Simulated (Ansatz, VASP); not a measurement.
## Hf5H2: VASP beside Ansatz

```
Hf H
1.0
     3.23299    0.00000    0.00000
    -1.61650    2.79986    0.00000
     0.00000    0.00000   13.16727
Hf H
5 2
Direct
  0.00000 0.00000 0.00000
  0.66667 0.33333 0.78835
  0.33333 0.66667 0.21165
  0.66667 0.33333 0.40132
  0.33333 0.66667 0.59868
  0.00000 0.00000 0.15150
  0.00000 0.00000 0.84850
```

Alike in both runs: functional PBE; k mesh 12 × 12 × 4; occupations gaussian, width 0.1 eV; no spin polarisation.

Ansatz relaxed the structure, and its values are those at the end. VASP's run is a single point on that final structure, the one shown.

|  | VASP | Ansatz |
| --- | --- | --- |
| version | VASP 6.6.1 | Ansatz 0.2.0 |
| potentials or method | VASP PAW PBE potentials, release 64 (Hf_pv, H), cutoff 520 eV | scalar-relativistic, plane waves, PAW |
| valence electrons in the cell | 52 | 132 |

```tsv
	VASP	Ansatz	Ansatz less VASP
gap on the k mesh at the Fermi level (eV)	none	none	-
pressure (GPa)	-0.5	0.0	+0.54
```

A gap of «none» marks a metal or a gap that the smearing closes. The functional is the same, so the differences come from potentials, cutoffs and numerics. VASP's potentials hold 52 valence electrons a cell and Ansatz's 132, so a difference there can come from the potentials and not from the codes. Ansatz's warnings: bands unlocked at the loops exit.

Spin-orbit coupling is off throughout.
